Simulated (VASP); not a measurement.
Runs of VASP 6.6.1 on As. The structure is that of space group P6_3/mmc (No. 194), or close to it. The cells are those of the table. 

| task | potentials or basis | cell | k mesh | cutoff (eV) | second run | gap on the mesh (eV) | pressure (GPa) | relaxed volume (Å³/atom) | largest force (eV/Å) |
| --- | --- | --- | --- | --- | --- | --- | --- | --- | --- |
| single point | VASP PAW PBE potentials, release 64 (As) | a = 3.306, b = 3.306, c = 9.004 Å, angles 90.0, 90.0, 120.0°, 4 atoms | 6 × 6 × 2 | 520 | - | none | 100.8 | - | - |
| single point | VASP PAW PBE potentials, release 64 (As) | a = 3.832, b = 3.832, c = 6.323 Å, angles 90.0, 90.0, 120.0°, 4 atoms | 6 × 6 × 4 | 520 | - | none | 29.8 | - | 0.45 |
| single point | VASP PAW PBE potentials, release 64 (As) | a = 4.393, b = 4.393, c = 5.409 Å, angles 90.0, 90.0, 120.0°, 4 atoms | 6 × 6 × 4 | 520 | - | none | 0.3 | - | - |
| single point | VASP PAW PBE potentials, release 64 (As_d) | a = 3.832, b = 3.832, c = 6.323 Å, angles 90.0, 90.0, 120.0°, 4 atoms | 6 × 6 × 4 | 600 | valence_matched | none | 28.8 | - | 0.43 |
| single point | VASP PAW PBE potentials, release 64 (As) | a = 4.422, b = 4.422, c = 5.313 Å, angles 90.0, 90.0, 120.0°, 4 atoms | 12 × 12 × 10 | 520 | - | none | 0.3 | - | - |
| relaxation of cell and atoms | VASP PAW PBE potentials, release 64 (As) | relaxed from a = 3.306, b = 3.306, c = 9.004 Å, angles 90.0, 90.0, 120.0°, 4 atoms | 6 × 6 × 2 | 600 | - | none | 0.0 | 23.58 | - |
| single point | VASP PAW PBE potentials, release 64 (As) | a = 3.117, b = 3.117, c = 10.053 Å, angles 90.0, 90.0, 120.0°, 4 atoms | 6 × 6 × 2 | 520 | - | none | -9.6 | - | - |
| relaxation of cell and atoms | VASP PAW PBE potentials, release 64 (As) | relaxed from a = 4.359, b = 4.359, c = 5.707 Å, angles 90.0, 90.0, 120.0°, 4 atoms | 6 × 6 × 4 | 600 | - | none | 0.0 | 22.68 | - |
| single point | VASP PAW PBE potentials, release 64 (As) | a = 4.359, b = 4.359, c = 5.707 Å, angles 90.0, 90.0, 120.0°, 4 atoms | 6 × 6 × 2 | 520 | - | none | 0.2 | - | - |
| single point | VASP PAW PBE potentials, release 64 (As) | a = 4.548, b = 4.548, c = 5.613 Å, angles 90.0, 90.0, 120.0°, 4 atoms | 6 × 6 × 4 | 520 | - | none | 0.4 | - | 0.04 |
| relaxation of cell and atoms | VASP PAW PBE potentials, release 64 (As) | relaxed from a = 3.832, b = 3.832, c = 6.323 Å, angles 90.0, 90.0, 120.0°, 4 atoms | 6 × 6 × 4 | 600 | - | none | 0.0 | (b) | 0.03 |
| relaxation of cell and atoms | VASP PAW PBE potentials, release 64 (As) | relaxed from a = 4.393, b = 4.393, c = 5.409 Å, angles 90.0, 90.0, 120.0°, 4 atoms | 12 × 12 × 10 | 600 | - | none | 0.0 | (a) | - |

Alike in all rows: level PBEsol; no spin polarisation; smearing gaussian 0.1 eV.

Fill in the values left out.

(a) 22.62; (b) 25.33.

Caveats: some runs use coarse meshes; the PAW data sets were made with another functional, which shifts forces and pressure a little; this functional lacks dispersion, which binds the layers, so the pressure and a relaxed spacing across them are unreliable (some runs); the volume moved by over 15 % at a fixed basis, so the end points are rough (some runs).

A k mesh can miss the band edges, and the runs leave out spin-orbit coupling on As.

A gap of «none» marks levels without a gap at the run's occupations.

The runs don't all hold the same shells in valence.
